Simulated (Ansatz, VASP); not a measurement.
Ga: VASP beside Ansatz

```xyz
1
Lattice="-1.6810 1.6810 1.6810 1.6810 -1.6810 1.6810 1.6810 1.6810 -1.6810" Properties=species:S:1:pos:R:3 pbc="T T T"
Ga    0.0000    0.0000    0.0000
```

Alike in both runs: task relaxation of cell and atoms; functional PBE; k mesh 19 × 19 × 19; occupations fermi-dirac, width 0.05 eV; no spin polarisation.

|  | VASP | Ansatz |
| --- | --- | --- |
| version | VASP 6.6.1 | Ansatz 0.2.0 |
| potentials or method | VASP PAW PBE potentials, release 64 (Ga_d) | PAW with Ansatz's default frozen-core files, scalar-relativistic |
| plane-wave cutoff (eV) | 600 | 420 |
| valence electrons in the cell | 13 | 13 |

|  | VASP | Ansatz | Ansatz less VASP |
| --- | --- | --- | --- |
| relaxed volume (Å³/atom) | 19.18 | 19.16 | -0.015 |
| relaxed cell length with the largest relative difference (Å) | 2.921 | 2.920 | -0.0007 |
